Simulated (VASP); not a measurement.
Wanted: the native input for a VASP 6.6.1 run.

| Quantity | Value |
| --- | --- |
| Task | single point |
| Functional | PBE |
| Potentials or basis | VASP PAW PBE potentials, release 64 (Ni, Nb_sv, Zr_sv) |
| Cutoff | 520 eV |
| k mesh | 1 × 1 × 1, shifted |
| Occupations | fermi-dirac, width 0.262 eV |
| Spin | no spin polarisation |
| Dipole correction | no |
| Further INCAR settings | LREAL = Auto; ALGO = Normal; EDIFF = 1e-07; NBANDS = 128; ISYM = 0 |

The structure of Zr3Nb6Ni11 lies in POSCAR:

```
Zr3Nb6Ni11
1.0
    6.8173460000     -0.1384310000     -0.2966090000
   -0.1384310000      6.6843640000     -0.0322140000
   -0.2966090000     -0.0322140000      6.7019700000
Ni Nb Zr
11 6 3
Direct
    0.7665459066      0.9734205342      0.2658924441
    0.4614957518      0.4394739177      0.6373724452
    0.5932652403      0.2183925241      0.8239841579
    0.8453808643      0.1997642859      0.5157472772
    0.6036419577      0.5795979574      0.0945849961
    0.8756890690      0.9772284588      0.8495752289
    0.7219787202      0.5389557966      0.4065775150
    0.6138175529      0.7495490794      0.7583816079
    0.4853322647      0.0100549980      0.5265485864
    0.1084971680      0.4265170166      0.4390209231
    0.3945366034      0.7098307034      0.3767214108
    0.7995401679      0.4881982599      0.7497587468
    0.8294147424      0.3614218753      0.1416048895
    0.4305856770      0.9190903879      0.0292200897
    1.0181660329      0.7021361628      0.1623811839
    0.2726707077      0.4818211872      1.0069572042
    0.4697366751      0.2957999078      0.3151777796
    0.1438470287      0.7225085124      0.6535047475
    0.1235667969      0.0845494634      0.2253651837
    0.2191194594      0.1916326022      0.7501130349
```

The input as run:

INCAR

```
SYSTEM = Zr3Nb6Ni11
  ALGO = Normal
  EDIFF = 1E-7
  ENCUT = 520
  GGA = PE
  ISIF = 2
  ISMEAR = -1
  ISYM = 0
  LASPH = .True.
  LCHARG = .False.
  LREAL = Auto
  LWAVE = .False.
  NBANDS = 128
  NELM = 80
  PREC = Accurate
  SIGMA = 0.262
```

KPOINTS

```
Automatic mesh
0
Gamma
  1 1 1
  0.25 0.25 0.25
```

Potentials or basis: VASP PAW PBE potentials, release 64 (Ni, Nb_sv, Zr_sv).

Command:

```console
$ cat potpaw_PBE.64/Ni/POTCAR potpaw_PBE.64/Nb_sv/POTCAR potpaw_PBE.64/Zr_sv/POTCAR > POTCAR
$ mpirun -np 1 vasp_std > vasp.out
```

Results of the run:

* Pressure: 9.8 GPa
* Largest force: 5.121 eV/Å
* Band gap on the k mesh: 0.13 eV

Caveat: the k points lie up to 0.94 Å⁻¹ apart.

It took 3.1 min on 1 thread of Intel(R) Xeon(R) 6975P-C (Granite Rapids), on a shared host, peak memory 0.37 GiB.
